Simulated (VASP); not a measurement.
Si, 4 atoms in the cell. The cell holds a slab with vacuum, 4 atoms: a = 3.847 Å, b = 3.847 Å, c = 18.445 Å, α = 90.00°, β = 90.00°, γ = 120.00°. 

```yaml
Program: VASP 6.6.1
Task: single point
Functional: PBE
Dispersion: D3(BJ)
Potentials_or_basis: VASP PAW PBE potentials, release 64 (Si)
Cutoff: 520 eV
k_mesh: 9 × 9 × 1
Occupations: gaussian, width 0.1 eV
Spin: no spin polarisation
Dipole_correction: yes
Further_INCAR_settings: ALGO = Normal; EDIFF = 1e-06; NBANDS = 16
```

Potentials or basis: VASP PAW PBE potentials, release 64 (Si).

Command:

```console
$ cat potpaw_PBE.64/Si/POTCAR > POTCAR
$ mpirun -np 1 vasp_std > vasp.out
```

Hardware: 1 thread of Intel(R) Xeon(R) 6975P-C (Granite Rapids), with other jobs on the host.

Question: How long does it take, and how much memory?

Answer: Wall time 90 s on 1 thread of Intel(R) Xeon(R) 6975P-C (Granite Rapids), with other jobs on the host, peak memory 0.36 GiB. Counts: scf iterations 23, k points 25.
